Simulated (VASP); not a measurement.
Set up this calculation in VASP 6.6.1, as the native input.

```yaml
Task: single point
Functional: LDA
Potentials_or_basis: VASP PAW LDA potentials, release 64 (F, H)
Cutoff: 520 eV
k_mesh: 1 × 1 × 1
Occupations: fermi-dirac, width 0.02 eV
Spin: no spin polarisation
Dipole_correction: no
Further_INCAR_settings: ALGO = Normal; EDIFF = 1e-06; NBANDS = 46
```

The structure of HF lies in POSCAR:

```
HF
1.0
    7.0713790000      0.0000000000      0.0000000000
    0.0000000000      7.0713790000      0.0000000000
    0.0000000000      0.0000000000      7.0713790000
F H
8 8
Direct
    0.2942990328      0.5922890005      0.2643755907
    0.4716336092      0.1989145257      0.7297445095
    0.3290588724      0.4453869606      0.5500765834
    0.5234198308     -0.0039030577      0.9686512348
    0.4107402531      0.6472004965      0.9168084471
    0.4253201533      0.8137026738      0.6100648827
    0.0561276662      0.2521290402      0.6660369922
    0.3200790115      0.9122124553      0.2131126051
    0.3288608912      0.7527527516      0.2342400259
    0.4219544731      0.3189759734      0.6437923918
    0.3421680552      0.5392583257      0.4007987692
    0.4913610202      0.1205281176      0.8935032332
    0.3888209075      0.6799380998      0.7910479696
    0.4425869410      0.9445116716      0.6147598651
    0.1190998248      0.3534671243      0.6132891477
    0.4172736322      0.9703764994      0.1105442093
```

These files were run (other wordings do the same):

INCAR

```
ALGO = Normal ; EDIFF = 1E-6
ENCUT = 520 ; GGA_COMPAT = False
ISIF = 2 ; ISMEAR = -1
LASPH = True ; LCHARG = False
LREAL = False ; LWAVE = False
NBANDS = 46 ; NELM = 120
PREC = Accurate ; SIGMA = 0.02
```

KPOINTS

```
k-points
0
Gamma
  1 1 1
```

Potentials or basis: VASP PAW LDA potentials, release 64 (F, H).

Command:

```bash
$ cat potpaw_LDA.64/F/POTCAR potpaw_LDA.64/H/POTCAR > POTCAR
$ mpirun -np 1 vasp_gam > vasp.out
```

Results of the run:

- Pressure: -0.4 GPa
- Largest force: 1.979 eV/Å
- Band gap on the k mesh: 6.85 eV

Caveat: the k points lie up to 0.89 Å⁻¹ apart.

Run time: 36 s on 1 thread of Intel Xeon 8259CL, on a shared host, peak memory 0.28 GiB.
